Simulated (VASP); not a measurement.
# InSb (F-43m) in VASP: a series of runs

The runs below take InSb through relaxation of cell and atoms, with LDA.

Everything below comes from runs of VASP 6.6.1. Logs are shortened: lines on timing, memory, paths and dates and some standing lists are left out, and cuts for length are marked.

### 1 The cell of the first run

The structure is cubic, space group F-43m (No. 216). The conventional cell has a = 6.450 Å, b = 6.450 Å, c = 6.450 Å, α = 90.00°, β = 90.00°, γ = 90.00°. In (site symmetry -43m) has 4 Sb at 2.79 Å within 3.7 Å. Sb (site symmetry -43m) has 4 In at 2.79 Å within 3.7 Å.

### 2 Relaxation of cell and atoms, LDA

The input, INCAR:

```
PREC = Accurate ; ENCUT = 600
EDIFF = 1E-6 ; ISMEAR = 0
SIGMA = 0.1 ; LREAL = F
LASPH = T ; NELM = 60
ALGO = Normal ; ISIF = 3
LWAVE = F ; LCHARG = F
GGA = CA ; IBRION = 2
NSW = 100 ; EDIFFG = -0.002
```

The input, KPOINTS:

```
Automatic mesh
0
Gamma
  16 16 16
```

The input, POSCAR:

```
InSb
1.0
    0.0000000000      3.2249200889      3.2249200889
    3.2249200889      0.0000000000      3.2249200889
    3.2249200889      3.2249200889      0.0000000000
In Sb
1 1
Direct
    0.0000000000      0.0000000000      0.0000000000
    0.7500000000      0.7500000000      0.7500000000
```

Potentials or basis: VASP PAW LDA potentials, release 64 (In_d, Sb).

Started as:

```console
$ cat potpaw_LDA.64/In_d/POTCAR potpaw_LDA.64/Sb/POTCAR > POTCAR
$ mpirun -np 1 vasp_std > vasp.out
```

OUTCAR:

```text
PREC = Accurate
   ENCUT = 600
   EDIFF = 1E-6
   ISMEAR = 0
   LREAL = F
   LASPH = T
   NELM = 60
   ISIF = 3
   GGA = CA
   IBRION = 2
   NSW = 100
   EDIFFG = -0.002

 ion  position               nearest neighbor table
   1  0.000  0.000  0.000-   2 2.79   2 2.79   2 2.79   2 2.79
   2  0.750  0.750  0.750-   1 2.79   1 2.79   1 2.79   1 2.79

  LATTYP: Found a face centered cubic cell.
 ALAT       =     6.4498401778

  Lattice vectors:

 A1 = (   0.0000000000,   3.2249200889,   3.2249200889)
 A2 = (   3.2249200889,   0.0000000000,   3.2249200889)
 A3 = (   3.2249200889,   3.2249200889,   0.0000000000)

Analysis of symmetry for initial positions (statically):
=====================================================================
 Subroutine PRICEL returns:
 Original cell was already a primitive cell.

 Routine SETGRP: Setting up the symmetry group for a
 face centered cubic supercell.

 Subroutine GETGRP returns: Found 24 space group operations
 (whereof 24 operations were pure point group operations)
 out of a pool of 48 trial point group operations.

The static configuration has the point symmetry T_d .

Analysis of symmetry for dynamics (positions and initial velocities):
=====================================================================
 Subroutine PRICEL returns:
 Original cell was already a primitive cell.

 Routine SETGRP: Setting up the symmetry group for a
 face centered cubic supercell.

 Subroutine GETGRP returns: Found 24 space group operations
 (whereof 24 operations were pure point group operations)
 out of a pool of 48 trial point group operations.

The dynamic configuration has the point symmetry T_d .

 Subroutine INISYM returns: Found 24 space group operations
 (whereof 24 operations are pure point group operations),
 and found     1 'primitive' translations

----------------------------------------------------------------------------------------

                                     Primitive cell

  volume of cell :      67.0790

  direct lattice vectors                    reciprocal lattice vectors
     0.000000000  3.224920089  3.224920089    -0.155042601  0.155042601  0.155042601
     3.224920089  0.000000000  3.224920089     0.155042601 -0.155042601  0.155042601
     3.224920089  3.224920089  0.000000000     0.155042601  0.155042601 -0.155042601

  length of vectors
     4.560725727  4.560725727  4.560725727     0.268541663  0.268541663  0.268541663

  position of ions in fractional coordinates (direct lattice)
     0.000000000  0.000000000  0.000000000
     0.750000000  0.750000000  0.750000000

  ion indices of the primitive-cell ions
   primitive index   ion index
                 1           1
                 2           2

----------------------------------------------------------------------------------------

 KPOINTS: Automatic mesh

Automatic generation of k-mesh.
 Grid dimensions read from file:
 generate k-points for:   16   16   16

 Generating k-lattice:

  Cartesian coordinates                     Fractional coordinates (reciprocal lattice)
    -0.009690163  0.009690163  0.009690163     0.062500000  0.000000000  0.000000000
     0.009690163 -0.009690163  0.009690163     0.000000000  0.062500000  0.000000000
     0.009690163  0.009690163 -0.009690163     0.000000000  0.000000000  0.062500000

  Length of vectors
     0.016783854  0.016783854  0.016783854

  Shift w.r.t. Gamma in fractional coordinates (k-lattice)
     0.000000000  0.000000000  0.000000000

 Subroutine IBZKPT returns following result:
 ===========================================

 Found    145 irreducible k-points:

 Following reciprocal coordinates:
            Coordinates               Weight
  0.000000  0.000000  0.000000      1.000000
  0.062500  0.000000  0.000000      8.000000
  0.125000  0.000000  0.000000      8.000000
  0.187500  0.000000  0.000000      8.000000
  0.250000  0.000000  0.000000      8.000000
  0.312500  0.000000  0.000000      8.000000
[... 16 lines left out ...]
 -0.125000  0.062500  0.000000     24.000000
 -0.062500  0.062500  0.000000     12.000000
 [... further k-points ...]
   k-points           NKPTS =    145   k-points in BZ     NKDIM =    145   number of bands    NBANDS=     13
   number of dos      NEDOS =    301   number of ions     NIONS =      2
   total plane-waves  NPLWV =  46656
   dimension x,y,z NGX =    36 NGY =   36 NGZ =   36
   dimension x,y,z NGXF=    72 NGYF=   72 NGZF=   72
   ions per type =               1   1
   NGX,Y,Z   is equivalent  to a cutoff of  13.12, 13.12, 13.12 a.u.
   NGXF,Y,Z  is equivalent  to a cutoff of  26.25, 26.25, 26.25 a.u.
 SYSTEM =  unknown system
   PREC   = accura    normal or accurate (medium, high low for compatibility)
   ISTART =      0    job   : 0-new  1-cont  2-samecut
   ICHARG =      2    charge: 1-file 2-atom 10-const
   ISPIN  =      1    spin polarized calculation?
   LNONCOLLINEAR =      F non collinear calculations
   LSORBIT =      F    spin-orbit coupling
[... 59 lines left out ...]
  -------------------------------------------------------------------------------------
  Total        0.0410626      0.0410626      0.0410626     -0.0000000     -0.0000000     -0.0000000
  in kB        0.9807766      0.9807766      0.9807766     -0.0000000     -0.0000000     -0.0000000
  external PRESSURE =       0.9807766 kB  Pullay stress =       0.0000000 kB

 VOLUME and BASIS-vectors are now :
 -----------------------------------------------------------------------------
  energy-cutoff  :      600.00
  volume of cell :       67.08
      direct lattice vectors                 reciprocal lattice vectors
     0.000000000  3.224920089  3.224920089    -0.155042601  0.155042601  0.155042601
     3.224920089  0.000000000  3.224920089     0.155042601 -0.155042601  0.155042601
     3.224920089  3.224920089  0.000000000     0.155042601  0.155042601 -0.155042601
[... 37 lines left out ...]
 POSITION                                       TOTAL-FORCE (eV/Angst)
 -----------------------------------------------------------------------------------
     -0.00000      3.22811      3.22811        -0.000000     -0.000000      0.000000
      4.84217      4.84217      4.84217         0.000000      0.000000     -0.000000
 -----------------------------------------------------------------------------------
    total drift:                                0.000000      0.000000      0.000000

  FREE ENERGIE OF THE ION-ELECTRON SYSTEM (eV)
  ---------------------------------------------------
  free  energy   TOTEN  =        -8.2172384569 eV

  energy  without entropy=       -8.2171654357  energy(sigma->0) =       -8.21720195

--------------------------------------- Ionic step        3  -------------------------------------------

 number of electron      17.9999995 magnetization

 Free energy of the ion-electron system (eV)
  ---------------------------------------------------
  ext. energy  EPLUGINS =         0.00000000
  ---------------------------------------------------
  free energy    TOTEN  =        -8.21724433 eV

  energy without entropy =       -8.21717133  energy(sigma->0) =       -8.21720783

 E-fermi :   5.0913     XC(G=0):  -9.0398

 val. band max:        5.0099567548   @ k =   0.0000   0.0000   0.0000
 cond. band min:       5.4506693945   @ k =   0.5000   0.0000   0.0000
 fundamental gap:      0.4407126398
 Fermi energy:         5.0912713201

 k-point     1 :       0.0000    0.0000    0.0000
  band No.  band energies     occupation
      1      -9.5712      2.00000
      2      -9.5712      2.00000
      3      -9.5712      2.00000
      4      -9.4806      2.00000
      5      -9.4806      2.00000
      6      -5.8352      2.00000
      7       4.7083      2.00000
      8       5.0100      1.74984
      9       5.0100      1.74984
     10       5.0100      1.74984
     11       7.9185      0.00000
     12       7.9185      0.00000
     13       7.9185      0.00000

 k-point     2 :       0.0625    0.0000    0.0000
  band No.  band energies     occupation
      1      -9.5732      2.00000
      2      -9.5703      2.00000
      3      -9.5703      2.00000
      4      -9.4807      2.00000
      5      -9.4807      2.00000
      6      -5.7987      2.00000
      7       3.9958      2.00000
      8       4.9498      1.95455
      9       4.9498      1.95455
     10       5.5429      0.00000
     11       7.9799      0.00000
[... 339 lines left out ...]
 k-point    24 :      -0.0625    0.0625    0.0000
  band No.  band energies     occupation
      1      -9.5770      2.00000
      2      -9.5693      2.00000
      3      -9.5679      2.00000
      4      -9.4813      2.00000
      5      -9.4804      2.00000
      6      -5.7383      2.00000
      7       3.4647      2.00000
      8       4.6542      2.00000
      9       4.9480      1.95730
     10       5.9079      0.00000
     11       7.9478      0.00000
     12       8.0143      0.00000
     13       8.3909      0.00000

 [... further k-points ...]

------------------------ aborting loop because EDIFF is reached ----------------------------------------

  FORCE on cell =-STRESS in cart. coord.  units (eV):
  Direction    XX          YY          ZZ          XY          YZ          ZX
  --------------------------------------------------------------------------------------
  -------------------------------------------------------------------------------------
  Total       -0.0017849     -0.0017849     -0.0017849      0.0000000      0.0000000     -0.0000000
  in kB       -0.0425360     -0.0425360     -0.0425360      0.0000000      0.0000000     -0.0000000
  external PRESSURE =      -0.0425360 kB  Pullay stress =       0.0000000 kB

 VOLUME and BASIS-vectors are now :
 -----------------------------------------------------------------------------
  energy-cutoff  :      600.00
  volume of cell :       67.23
      direct lattice vectors                 reciprocal lattice vectors
    -0.000000000  3.227327056  3.227327056    -0.154926969  0.154926969  0.154926969
     3.227327056 -0.000000000  3.227327056     0.154926969 -0.154926969  0.154926969
     3.227327056  3.227327056 -0.000000000     0.154926969  0.154926969 -0.154926969

 POSITION                                       TOTAL-FORCE (eV/Angst)
 -----------------------------------------------------------------------------------
      0.00000      0.00000      0.00000        -0.000000      0.000000     -0.000000
      4.84099      4.84099      4.84099         0.000000     -0.000000      0.000000
 -----------------------------------------------------------------------------------
    total drift:                                0.000000      0.000000      0.000000

  FREE ENERGIE OF THE ION-ELECTRON SYSTEM (eV)
  ---------------------------------------------------
  free  energy   TOTEN  =        -8.2172443309 eV

  energy  without entropy=       -8.2171713278  energy(sigma->0) =       -8.21720783

 reached required accuracy - stopping structural energy minimisation
```

It took 2.2 min on 1 thread of AMD EPYC 9R45 (Zen 5), shared host; peak memory 0.29 GiB.

What came out:

```
Free energy                           : -8.2172 eV
Relaxed volume                        : 33.61 Å³/atom
Relaxed cell                          : a = 4.564 Å, b = 4.564 Å, c = 4.564 Å, α = 60.00°, β = 60.00°, γ = 60.00°
Space group after relaxing (to 0.1 Å) : F-43m (No. 216)
Energy gained by relaxing             : 0.0 meV/atom
Ionic steps                           : 3
Pressure after relaxing               : 0.0 GPa
Band gap on the k mesh                : zero (filled and empty bands touch)
```

Final structure:
```
CELL_PARAMETERS angstrom
0.00000 3.22733 3.22733
3.22733 0.00000 3.22733
3.22733 3.22733 0.00000
ATOMIC_POSITIONS crystal
In 0.00000 0.00000 0.00000
Sb 0.75000 0.75000 0.75000
```

Caveat: semilocal functionals underestimate gaps, so a narrow gap can read as zero; spin-orbit coupling is left out, which moves the levels of the heavy elements.

### 3 Relaxation of cell and atoms, LDA

The input, INCAR:

```
  PREC = Accurate
  ENCUT = 600
  EDIFF = 1E-7
  ISMEAR = -1
  SIGMA = 0.15
  LREAL = False
  LASPH = True
  NELM = 80
  ALGO = Normal
  ISIF = 3
  LWAVE = False
  LCHARG = False
  GGA = CA
  IBRION = 2
  NSW = 80
  EDIFFG = -0.001
```

KPOINTS is that of step 2.

POSCAR is that of step 2.

Potentials or basis: VASP PAW LDA potentials, release 64 (In_d, Sb).

Started as:

```console
$ cat potpaw_LDA.64/In_d/POTCAR potpaw_LDA.64/Sb/POTCAR > POTCAR
$ mpirun -np 1 vasp_std > vasp.out
```

It took 2.7 min on 1 thread of AMD EPYC 9R45 (Zen 5), shared host; peak memory 0.29 GiB.

Results (log left out):

* Free energy: -8.2188 eV
* Relaxed volume: 33.64 Å³/atom
* Relaxed cell: a = 4.565 Å, b = 4.565 Å, c = 4.565 Å, α = 60.00°, β = 60.00°, γ = 60.00°
* Space group after relaxing (to 0.1 Å): F-43m (No. 216)
* Energy gained by relaxing: 0.0 meV/atom
* Ionic steps: 3
* Pressure after relaxing: 0.0 GPa
* Band gap on the k mesh: zero (filled and empty bands touch)

Final structure:
```cif
data_structure
_symmetry_space_group_name_H-M 'P 1'
_symmetry_Int_Tables_number 1
_cell_length_a 4.5651
_cell_length_b 4.5651
_cell_length_c 4.5651
_cell_angle_alpha 60.000
_cell_angle_beta 60.000
_cell_angle_gamma 60.000
_cell_volume 67.27
loop_
_atom_site_label
_atom_site_type_symbol
_atom_site_fract_x
_atom_site_fract_y
_atom_site_fract_z
_atom_site_occupancy
In1 In 0.00000 0.00000 0.00000 1
Sb1 Sb 0.75000 0.75000 0.75000 1
```

Levels at points of the mesh, in eV from the Fermi level:
```tsv
k point	band 6	band 7	band 8	band 9	band 10	band 11	band 12	band 13
(0.00, 0.00, 0.00)	-11.09	-0.55	-0.25	-0.25	-0.25	2.66	2.66	2.66
(0.50, 0.00, 0.00)	-9.69	-5.98	-1.28	-1.28	0.19	3.52	3.52	5.69
(0.50, 0.50, 0.00)	-9.07	-6.27	-2.56	-2.56	0.98	1.00	7.86	7.86
```

Caveat: semilocal functionals underestimate gaps, so a narrow gap can read as zero; spin-orbit coupling is left out, which moves the levels of the heavy elements.

### 4 Relaxation of cell and atoms, LDA

This run uses another cell than the first one, of 36.48 Å³/atom.

The input, INCAR:

```
PREC = Accurate
ENCUT = 600
EDIFF = 1E-6
ISMEAR = 0
SIGMA = 0.1
LREAL = F
LASPH = T
NELM = 60
ALGO = Normal
ISIF = 3
LWAVE = F
LCHARG = F
IBRION = 2
NSW = 100
EDIFFG = -0.002
```

The input, KPOINTS:

```
regular mesh
0
Gamma
  16 16 16
```

The input, POSCAR:

```
InSb
1.0
    0.0000000000      3.3166107100      3.3166107100
    3.3166107100      0.0000000000      3.3166107100
    3.3166107100      3.3166107100      0.0000000000
In Sb
1 1
Direct
    0.0000000000      0.0000000000      0.0000000000
    0.7500000000      0.7500000000      0.7500000000
```

Started as:

```console
$ cat potpaw_LDA.64/In_d/POTCAR potpaw_LDA.64/Sb/POTCAR > POTCAR
$ mpirun -np 1 vasp_std > vasp.out
```

Wall time 9.8 min (1 thread of AMD EPYC 9R45 (Zen 5), shared host); peak memory 0.31 GiB.

It converged, with:

- Free energy: -8.2175 eV
- Relaxed volume: 33.62 Å³/atom
- Relaxed cell: a = 4.564 Å, b = 4.564 Å, c = 4.564 Å, α = 60.00°, β = 60.00°, γ = 60.00°
- Space group after relaxing (to 0.1 Å): F-43m (No. 216)
- Energy gained by relaxing: 30.3 meV/atom
- Ionic steps: 17
- Pressure after relaxing: 0.0 GPa
- Band gap on the k mesh: zero (filled and empty bands touch)

The path:
```
step  energy change (eV)  largest force (eV/Å)  pressure (GPa)  volume (Å³)
   1              0.0000                0.0000           -3.13        72.96
   2             -0.0551                0.0000            1.16        65.69
   3             -0.0605                0.0000            0.03        67.24
   4             -0.0605                0.0000           -0.07        67.35
   5             -0.0605                0.0000           -0.08        67.35
   6             -0.0605                0.0000           -0.07        67.34
   7             -0.0605                0.0000           -0.07        67.34
   8             -0.0605                0.0000           -0.07        67.34
   9             -0.0605                0.0000           -0.07        67.34
  10             -0.0605                0.0000           -0.07        67.34
  11             -0.0605                0.0000           -0.07        67.33
  12             -0.0605                0.0000           -0.08        67.33
  13             -0.0605                0.0000           -0.05        67.32
  14             -0.0605                0.0000           -0.05        67.30
  15             -0.0605                0.0000           -0.02        67.27
  16             -0.0605                0.0000            0.03        67.20
  17             -0.0605                0.0000            0.00        67.24
```

Final structure:
```
In Sb
1.0
     0.00000    3.22750    3.22750
     3.22750    0.00000    3.22750
     3.22750    3.22750    0.00000
In Sb
1 1
Direct
  0.00000 0.00000 0.00000
  0.75000 0.75000 0.75000
```

Levels at points of the mesh, in eV from the Fermi level:
| k point | band 7 | band 8 | band 9 | band 10 | band 11 | band 12 |
| --- | --- | --- | --- | --- | --- | --- |
| (0.00, 0.00, 0.00) | -0.38 | -0.08 | -0.08 | -0.08 | 2.83 | 2.83 |
| (0.50, 0.00, 0.00) | -5.81 | -1.11 | -1.11 | 0.36 | 3.69 | 3.69 |
| (0.50, 0.50, 0.00) | -6.11 | -2.39 | -2.39 | 1.15 | 1.16 | 8.03 |

Caveat: semilocal functionals underestimate gaps, so a narrow gap can read as zero; spin-orbit coupling is left out, which moves the levels of the heavy elements.

### 5 Overview

| cell | smearing | gap on the mesh (eV) | pressure (GPa) | relaxed volume (Å³/atom) |
| --- | --- | --- | --- | --- |
| relaxed from a = 4.561 Å, angles 60.0°, 2 atoms | gaussian 0.1 eV | none | 0.0 | 33.61 |
| relaxed from a = 4.561 Å, angles 60.0°, 2 atoms | fermi-dirac 0.15 eV | none | 0.0 | 33.64 |
| relaxed from a = 4.690 Å, angles 60.0°, 2 atoms | gaussian 0.1 eV | none | 0.0 | 33.62 |

Alike in all rows: task relaxation of cell and atoms; level LDA; potentials or basis VASP PAW LDA potentials, release 64 (In_d, Sb); no spin polarisation; k mesh 16 × 16 × 16; cutoff (eV) 600.

Caveats: semilocal functionals underestimate gaps, so a narrow gap can read as zero; spin-orbit coupling is left out, which moves the levels of the heavy elements.

Total energies depend on the potentials used, so only differences within one code and one set of settings carry meaning.
